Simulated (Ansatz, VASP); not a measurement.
Two plane-wave programs on Ti

```
Ti
1.0
     2.86150    0.00000    0.00000
    -1.43075    2.47813    0.00000
     0.00000    0.00000    4.61571
Ti
2
Direct
  0.33333 0.66667 0.25000
  0.66667 0.33333 0.75000
```

Change from the starting cell: strain -0.030 along x and y, -0.015 along z, atoms carried along.

Alike in both runs: task single point; functional PBE; k mesh 18 × 18 × 10; occupations gaussian, width 0.15 eV; no spin polarisation.

|  | VASP | Ansatz |
| --- | --- | --- |
| version | VASP 6.6.1 | Ansatz 0.2.0 |
| potentials or method | VASP PAW PBE potentials, release 64 (Ti_sv), cutoff 520 eV | scalar-relativistic, plane waves, PAW |
| valence electrons in the cell | 24 | 24 |

|  | VASP | Ansatz | Ansatz less VASP |
| --- | --- | --- | --- |
| gap on the k mesh at the Fermi level (eV) | none | none | - |
| pressure (GPa) | 7.1 | 7.6 | +0.48 |
| traceless stress, the component that is largest in VASP (GPa) | -1.47 | -1.48 | -0.004 |

A gap of «none» marks a metal or a gap that the smearing closes. The functional is the same, so the differences come from potentials, cutoffs and numerics.
